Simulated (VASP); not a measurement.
Input of a VASP 6.6.1 run:

File INCAR:

```
PREC     = Accurate       # precision mode
ENCUT    = 520            # plane-wave cutoff, eV
EDIFF    = 1E-7           # SCF threshold, eV
ISMEAR   = -1             # smearing method
SIGMA    = 0.05           # smearing width, eV
LREAL    = F              # projectors in reciprocal space
LASPH    = T              # aspherical terms in the spheres
NELM     = 60             # most SCF steps
ALGO     = Normal         # electronic algorithm
ISIF     = 2              # what is computed and relaxed
LWAVE    = F              # write WAVECAR
LCHARG   = T              # write CHGCAR
LELF     = T              # ELF
LVHAR    = T            
NBANDS   = 35             # bands
```

File KPOINTS:

```
Automatic mesh
0
Gamma
  3 6 1
```

POSCAR

```
Te2Mo
1.0
    6.2352764748      0.0000000000      0.0013471582
    0.0000000000      3.3839860867      0.0000000000
   -0.0763777818      0.0000000000     36.1397423954
Te Mo
4 2
Direct
    0.4312561616      0.7500000000      0.5406507092
    0.5687438384      0.2500000000      0.4593492908
    0.9201865364      0.2500000000      0.5565496061
    0.0798134636      0.7500000000      0.4434503939
    0.1812912649      0.2500000000      0.4976165609
    0.8187087351      0.7500000000      0.5023834391
```

Potentials or basis: VASP PAW LDA potentials, release 64 (Te, Mo_sv).

The run is started by

```sh
$ cat potpaw_LDA.64/Te/POTCAR potpaw_LDA.64/Mo_sv/POTCAR > POTCAR
$ mpirun -np 1 vasp_std > vasp.out
```

Task: Predict the band gap on the k mesh.

Result: Zero (band 26 reaches -1.89 eV, above the bottom of band 27 at -2.29 eV).

Task: Estimate the largest force.

Result: 0.055 eV/Å.

Forces on the atoms (eV/Å):
```
Te   0.005  0.000  0.038
Te  -0.005  0.000 -0.038
Te  -0.001  0.000  0.055
Te   0.001  0.000 -0.055
Mo   0.026  0.000  0.002
Mo  -0.026  0.000 -0.002
```

Caveat: spin-orbit coupling is left out, which moves the levels of the heavy elements.
